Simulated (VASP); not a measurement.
# Ca (Fm-3m) in VASP: a series of runs

The runs below take Ca through single point, with PBE, RPBE, PBEsol.

All numbers are computed with VASP 6.6.1; they aren't measurements. Logs are shortened: lines on timing, memory, paths and dates and some standing lists are left out, and cuts for length are marked.

## Step 1: The cell of the first run

The structure is cubic, space group Fm-3m (No. 225). The conventional cell has a = 5.588 Å, b = 5.588 Å, c = 5.588 Å, α = 90.00°, β = 90.00°, γ = 90.00°. Ca (site symmetry m-3m) has 12 Ca at 3.95 Å within 5.2 Å.

## Step 2: Single point, PBE

INCAR

```
PREC = Accurate
ENCUT = 520
EDIFF = 1E-6
ISMEAR = 0
SIGMA = 0.1
LREAL = F
LASPH = T
NELM = 100
ALGO = Normal
ISIF = 2
LWAVE = F
LCHARG = T
GGA = PE
LELF = T
LVHAR = T
NBANDS = 11
```

KPOINTS

```
regular mesh
0
Gamma
  8 8 8
```

POSCAR

```
Ca
1.0
    0.0000000000      2.7942000000      2.7942000000
    2.7942000000      0.0000000000      2.7942000000
    2.7942000000      2.7942000000      0.0000000000
Ca
1
Direct
    0.0000000000      0.0000000000      0.0000000000
```

Potentials or basis: VASP PAW PBE potentials, release 64 (Ca_sv).

On the command line:

```bash
cat potpaw_PBE.64/Ca_sv/POTCAR > POTCAR
mpirun -np 1 vasp_std > vasp.out
```

OUTCAR:

```text
PREC = Accurate
   ENCUT = 520
   EDIFF = 1E-6
   ISMEAR = 0
   LREAL = F
   LASPH = T
   NELM = 100
   ISIF = 2
   GGA = PE

 ion  position               nearest neighbor table
   1  0.000  0.000  0.000-

  LATTYP: Found a face centered cubic cell.
 ALAT       =     5.5884000000

  Lattice vectors:

 A1 = (   0.0000000000,   2.7942000000,   2.7942000000)
 A2 = (   2.7942000000,   0.0000000000,   2.7942000000)
 A3 = (   2.7942000000,   2.7942000000,   0.0000000000)

Analysis of symmetry for initial positions (statically):
=====================================================================
 Subroutine PRICEL returns:
 Original cell was already a primitive cell.

 Routine SETGRP: Setting up the symmetry group for a
 face centered cubic supercell.

 Subroutine GETGRP returns: Found 48 space group operations
 (whereof 48 operations were pure point group operations)
 out of a pool of 48 trial point group operations.

The static configuration has the point symmetry O_h .

Analysis of symmetry for dynamics (positions and initial velocities):
=====================================================================
 Subroutine PRICEL returns:
 Original cell was already a primitive cell.

 Routine SETGRP: Setting up the symmetry group for a
 face centered cubic supercell.

 Subroutine GETGRP returns: Found 48 space group operations
 (whereof 48 operations were pure point group operations)
 out of a pool of 48 trial point group operations.

The dynamic configuration has the point symmetry O_h .

 Subroutine INISYM returns: Found 48 space group operations
 (whereof 48 operations are pure point group operations),
 and found     1 'primitive' translations

----------------------------------------------------------------------------------------

                                     Primitive cell

  volume of cell :      43.6317

  direct lattice vectors                    reciprocal lattice vectors
     0.000000000  2.794200000  2.794200000    -0.178942094  0.178942094  0.178942094
     2.794200000  0.000000000  2.794200000     0.178942094 -0.178942094  0.178942094
     2.794200000  2.794200000  0.000000000     0.178942094  0.178942094 -0.178942094

  length of vectors
     3.951595536  3.951595536  3.951595536     0.309936799  0.309936799  0.309936799

  position of ions in fractional coordinates (direct lattice)
     0.000000000  0.000000000  0.000000000

  ion indices of the primitive-cell ions
   primitive index   ion index
                 1           1

----------------------------------------------------------------------------------------

 KPOINTS: regular mesh

Automatic generation of k-mesh.
 Grid dimensions read from file:
 generate k-points for:    8    8    8

 Generating k-lattice:

  Cartesian coordinates                     Fractional coordinates (reciprocal lattice)
    -0.022367762  0.022367762  0.022367762     0.125000000  0.000000000  0.000000000
     0.022367762 -0.022367762  0.022367762     0.000000000  0.125000000  0.000000000
     0.022367762  0.022367762 -0.022367762     0.000000000  0.000000000  0.125000000

  Length of vectors
     0.038742100  0.038742100  0.038742100

  Shift w.r.t. Gamma in fractional coordinates (k-lattice)
     0.000000000  0.000000000  0.000000000

 Subroutine IBZKPT returns following result:
 ===========================================

 Found     29 irreducible k-points:

 Following reciprocal coordinates:
            Coordinates               Weight
  0.000000  0.000000  0.000000      1.000000
  0.125000  0.000000  0.000000      8.000000
  0.250000  0.000000  0.000000      8.000000
  0.375000  0.000000  0.000000      8.000000
  0.500000  0.000000  0.000000      4.000000
  0.125000  0.125000  0.000000      6.000000
[... 16 lines left out ...]
  0.500000  0.250000  0.125000     48.000000
 -0.375000  0.250000  0.125000     24.000000
 [... further k-points ...]
   k-points           NKPTS =     29   k-points in BZ     NKDIM =     29   number of bands    NBANDS=     11
   number of dos      NEDOS =    301   number of ions     NIONS =      1
   total plane-waves  NPLWV =  27000
   dimension x,y,z NGX =    30 NGY =   30 NGZ =   30
   dimension x,y,z NGXF=    60 NGYF=   60 NGZF=   60
   ions per type =               1
   NGX,Y,Z   is equivalent  to a cutoff of  12.62, 12.62, 12.62 a.u.
   NGXF,Y,Z  is equivalent  to a cutoff of  25.24, 25.24, 25.24 a.u.
 SYSTEM =  unknown system
   PREC   = accura    normal or accurate (medium, high low for compatibility)
   ISTART =      0    job   : 0-new  1-cont  2-samecut
   ICHARG =      2    charge: 1-file 2-atom 10-const
   ISPIN  =      1    spin polarized calculation?
   LNONCOLLINEAR =      F non collinear calculations
   LSORBIT =      F    spin-orbit coupling
   LASPH  =      T    aspherical Exc in radial PAW
   ENCUT  =  520.0 eV  38.22 Ry    6.18 a.u.   7.35  7.35  7.35*2*pi/ulx,y,z
   NELM   =    100;   NELMIN=  2; NELMDL= -5     # of ELM steps
   EDIFF  = 0.1E-05   stopping-criterion for ELM
   LREAL  =      F    real-space projection
   EDIFFG = 0.1E-04   stopping-criterion for IOM
   NSW    =      0    number of steps for IOM
   IBRION =     -1    ionic relax: 0-MD 1-quasi-New 2-CG
   NFREE  =      0    steps in history (QN), initial steepest desc. (CG)
   ISIF   =      2    stress and relaxation
   ISYM   =      2    0-nonsym 1-usesym 2-fastsym
   POTIM  = 0.5000    time-step for ionic-motion
   TEBEG  =    0.0;   TEEND  =   0.0 temperature during run
   PSTRESS=    0.0 pullay stress
   NELECT =      10.0000    total number of electrons
   NUPDOWN=      -1.0000    fix difference up-down
   EMIN   =  10.00;   EMAX   =-10.00  energy-range for DOS
   EFERMI =   0.00;   METHOD = LEGACY
   ISMEAR =     0;   SIGMA  =   0.10  broadening in eV -4-tet -1-fermi 0-gaus
   EFERMI_NEDOS =   21; number of points for ismear=-14 and -15
   IALGO  =     38    algorithm
   IMIX   =      4    mixing-type and parameters
     AMIX     =   0.40;   BMIX     =  1.00
     AMIX_MAG =   1.60;   BMIX_MAG =  1.00
  volume/ion in A,a.u.               =      43.63       294.44
  Fermi-wavevector in a.u.,A,eV,Ry     =   1.001861  1.893242 13.656506  1.003725
  Thomas-Fermi vector in A             =   2.134310
   LORBIT       =      0    0 simple, 1 ext, 2 COOP (PROOUT), +10 PAW based schemes
   GGA     = PE    functional components
   LHFCALC =     F    Hartree Fock is set to
   AEXX    =    0.0000 exact exchange contribution
   IVDW    =     0    specifies the selected vdW correction
   LEPSILON=     F    determine dielectric tensor
   LRPA    =     F    only Hartree local field effects (RPA)
 non-spin polarized calculation
 Gauss-broadening in eV      SIGMA  =   0.10
  energy-cutoff  :      520.00
  volume of cell :       43.63
 maximum number of plane-waves:      1211
 NGX is ok and might be reduce to    30
   NGX = 15   NGY = 15   NGZ = 15

 number of electron      10.0000000 magnetization

 number of electron       9.9999997 magnetization

 Free energy of the ion-electron system (eV)
  ---------------------------------------------------
  ext. energy  EPLUGINS =         0.00000000
  ---------------------------------------------------
  free energy    TOTEN  =        -1.93034732 eV

  energy without entropy =       -1.92206880  energy(sigma->0) =       -1.92620806

 E-fermi :   1.7834     XC(G=0):  -7.6327

 val. band max:        1.7443411006   @ k =  -0.3750   0.2500   0.1250
 cond. band min:       1.8480523001   @ k =   0.5000   0.1250   0.0000
 fundamental gap:      0.1037111995
 Fermi energy:         1.7833594755

 k-point     1 :       0.0000    0.0000    0.0000
  band No.  band energies     occupation
      1     -40.2595      2.00000
      2     -21.1805      2.00000
      3     -21.1805      2.00000
      4     -21.1805      2.00000
      5      -2.1366      2.00000
      6       4.1246      0.00000
      7       4.1246      0.00000
      8       4.1246      0.00000
      9       5.1535      0.00000
     10       5.1535      0.00000
     11      10.8039      0.00000

 k-point     2 :       0.1250    0.0000    0.0000
  band No.  band energies     occupation
      1     -40.2578      2.00000
      2     -21.1986      2.00000
      3     -21.1830      2.00000
      4     -21.1830      2.00000
      5      -1.8783      2.00000
      6       3.8586      0.00000
      7       4.2118      0.00000
      8       4.2118      0.00000
      9       5.0849      0.00000
     10       5.0849      0.00000
     11      10.8705      0.00000

 k-point     3 :       0.2500    0.0000    0.0000
  band No.  band energies     occupation
      1     -40.2537      2.00000
      2     -21.2420      2.00000
      3     -21.1890      2.00000
      4     -21.1890      2.00000
      5      -1.1424      2.00000
      6       3.2300      0.00000
      7       4.2544      0.00000
      8       4.2544      0.00000
      9       5.1647      0.00000
     10       5.1647      0.00000
     11       9.0019      0.00000

 k-point     4 :       0.3750    0.0000    0.0000
  band No.  band energies     occupation
      1     -40.2496      2.00000
      2     -21.2848      2.00000
      3     -21.1951      2.00000
      4     -21.1951      2.00000
      5      -0.0615      2.00000
      6       2.4121      0.00000
      7       4.0985      0.00000
      8       4.0985      0.00000
      9       5.5724      0.00000
     10       5.5724      0.00000
     11       7.4516      0.00000
[... 239 lines left out ...]
 k-point    22 :       0.3750    0.2500    0.1250
  band No.  band energies     occupation
      1     -40.2506      2.00000
      2     -21.2526      2.00000
      3     -21.2114      2.00000
      4     -21.1967      2.00000
      5      -0.5233      2.00000
      6       3.0273      0.00000
      7       3.7706      0.00000
      8       4.6584      0.00000
      9       4.7857      0.00000
     10       5.6666      0.00000
     11       9.0138      0.00000

 k-point    23 :       0.5000    0.2500    0.1250
  band No.  band energies     occupation
      1     -40.2473      2.00000
      2     -21.2758      2.00000
      3     -21.2249      2.00000
      4     -21.2039      2.00000
      5       0.5018      2.00000
      6       2.5278      0.00000
      7       3.3721      0.00000
      8       4.5053      0.00000
      9       5.3244      0.00000
     10       6.0292      0.00000
     11       7.4304      0.00000

 k-point    24 :      -0.3750    0.2500    0.1250
  band No.  band energies     occupation
      1     -40.2460      2.00000
      2     -21.2858      2.00000
      3     -21.2292      2.00000
      4     -21.2077      2.00000
      5       1.5052      1.99992
      6       1.7443      1.41892
      7       3.3142      0.00000
      8       4.4122      0.00000
      9       5.6555      0.00000
     10       6.1932      0.00000
     11       6.6014      0.00000

 [... further k-points ...]
[... 5 lines left out ...]
  --------------------------------------------------------------------------------------
  -------------------------------------------------------------------------------------
  Total       -0.1546047     -0.1546047     -0.1546047      0.0000000      0.0000000      0.0000000
  in kB       -5.6771544     -5.6771544     -5.6771544      0.0000000      0.0000000      0.0000000
  external PRESSURE =      -5.6771544 kB  Pullay stress =       0.0000000 kB

 VOLUME and BASIS-vectors are now :
 -----------------------------------------------------------------------------
  energy-cutoff  :      520.00
  volume of cell :       43.63
      direct lattice vectors                 reciprocal lattice vectors
     0.000000000  2.794200000  2.794200000    -0.178942094  0.178942094  0.178942094
     2.794200000  0.000000000  2.794200000     0.178942094 -0.178942094  0.178942094
     2.794200000  2.794200000  0.000000000     0.178942094  0.178942094 -0.178942094

 POSITION                                       TOTAL-FORCE (eV/Angst)
 -----------------------------------------------------------------------------------
      0.00000      0.00000      0.00000         0.000000      0.000000      0.000000
 -----------------------------------------------------------------------------------
    total drift:                               -0.000000     -0.000000     -0.000000

  FREE ENERGIE OF THE ION-ELECTRON SYSTEM (eV)
  ---------------------------------------------------
  free  energy   TOTEN  =        -1.9303473216 eV

  energy  without entropy=       -1.9220687998  energy(sigma->0) =       -1.92620806
```

It took 24 s on 1 thread of AMD EPYC 7R13, shared host; peak memory 0.14 GiB.

Results:

| Item | Value |
| --- | --- |
| Free energy | -1.9303 eV |
| Pressure | -0.6 GPa |
| Band gap on the k mesh | zero (band 5 reaches 2.05 eV, above the bottom of band 6 at 1.65 eV) |

## Step 3: Single point, RPBE

INCAR

```
SYSTEM = Ca
PREC     = Accurate       ! precision mode
ENCUT    = 520            ! plane-wave cutoff, eV
EDIFF    = 1E-7           ! SCF threshold, eV
ISMEAR   = 0              ! smearing method
SIGMA    = 0.1            ! smearing width, eV
LREAL    = .FALSE.        ! projectors in reciprocal space
LASPH    = .TRUE.         ! aspherical terms in the spheres
NELM     = 80             ! most SCF steps
ALGO     = Normal         ! electronic algorithm
ISIF     = 2              ! what is computed and relaxed
LWAVE    = .FALSE.        ! write WAVECAR
LCHARG   = .TRUE.         ! write CHGCAR
GGA      = RP             ! functional
LELF     = .TRUE.         ! ELF
LVHAR    = .TRUE.       
NBANDS   = 11             ! bands
```

KPOINTS

```
Automatic mesh
0
G
  8 8 8
  0 0 0
```

POSCAR is that of step 2.

Potentials or basis: VASP PAW PBE potentials, release 64 (Ca_sv).

On the command line:

```bash
cat potpaw_PBE.64/Ca_sv/POTCAR > POTCAR
mpirun -np 1 vasp_std > vasp.out
```

Wall time 21 s (1 thread of AMD EPYC 7R13, shared host); peak memory 0.14 GiB.

The run converged. Its results:

```
Free energy            : -1.7463 eV
Pressure               : 0.3 GPa
Band gap on the k mesh : zero (band 5 reaches 2.16 eV, above the bottom of band 6 at 1.73 eV)
```

Levels at points of the mesh, in eV from the Fermi level:
| k point | band 3 | band 4 | band 5 | band 6 | band 7 | band 8 |
| --- | --- | --- | --- | --- | --- | --- |
| (0.00, 0.00, 0.00) | -23.02 | -23.02 | -3.91 | 2.40 | 2.40 | 2.40 |
| (0.50, 0.00, 0.00) | -23.04 | -23.04 | -0.89 | -0.16 | 2.28 | 2.28 |
| (0.50, 0.50, 0.00) | -23.06 | -23.06 | -0.36 | 0.68 | 0.95 | 4.07 |

Caveat: the PAW data sets were made with another functional, which shifts forces and pressure a little.

## Step 4: Single point, PBEsol

INCAR

```
SYSTEM = Ca
PREC     = Accurate       ! precision mode
ENCUT    = 520            ! plane-wave cutoff, eV
EDIFF    = 1E-6           ! SCF threshold, eV
ISMEAR   = 0              ! smearing method
SIGMA    = 0.1            ! smearing width, eV
LREAL    = .False.        ! projectors in reciprocal space
LASPH    = .True.         ! aspherical terms in the spheres
NELM     = 80             ! most SCF steps
ALGO     = Normal         ! electronic algorithm
ISIF     = 2              ! what is computed and relaxed
LWAVE    = .False.        ! write WAVECAR
LCHARG   = .True.         ! write CHGCAR
GGA      = PS             ! functional
LELF     = .True.         ! ELF
LVHAR    = .True.       
NBANDS   = 11             ! bands
```

KPOINTS

```
Automatic mesh
0
Gamma
  8 8 8
  0 0 0
```

POSCAR is that of step 3.

On the command line:

```bash
cat potpaw_PBE.64/Ca_sv/POTCAR > POTCAR
mpirun -np 1 vasp_std > vasp.out
```

Wall time 22 s (1 thread of AMD EPYC 7R13, shared host); peak memory 0.14 GiB.

Results (log left out):

```yaml
Free_energy: -2.1260 eV
Pressure: -1.2 GPa
Band_gap_on_the_k_mesh: zero (band 5 reaches 1.98 eV, above the bottom of band 6 at 1.58 eV)
```

Levels at points of the mesh, in eV from the Fermi level:
```csv
k point,band 2,band 3,band 4,band 5,band 6,band 7,band 8,band 9
"(0.00, 0.00, 0.00)",-22.86,-22.86,-22.86,-3.93,2.33,2.33,2.33,3.37
"(0.50, 0.00, 0.00)",-22.99,-22.88,-22.88,-0.94,-0.13,2.22,2.22,4.03
"(0.50, 0.50, 0.00)",-22.98,-22.91,-22.91,-0.38,0.63,0.95,4.03,4.21
```

Caveat: the PAW data sets were made with another functional, which shifts forces and pressure a little.

## Step 5: Summary

| level | gap on the mesh (eV) | pressure (GPa) |
| --- | --- | --- |
| PBE | none | -0.6 |
| RPBE | none | 0.3 |
| PBEsol | none | -1.2 |

Alike in all rows: task single point; potentials or basis VASP PAW PBE potentials, release 64 (Ca_sv); no spin polarisation; cell as given; k mesh 8 × 8 × 8; cutoff (eV) 520; smearing gaussian 0.1 eV.

Every run on the cell as given and a fine mesh finds a metal. The pressure there spans -1.2 GPa (PBEsol) to 0.3 GPa (RPBE); a positive pressure means that this level wants a larger cell, a negative one a smaller.

Caveats: the PAW data sets were made with another functional, which shifts forces and pressure a little (some runs).

Absolute energies hang on the potentials; compare differences alone.
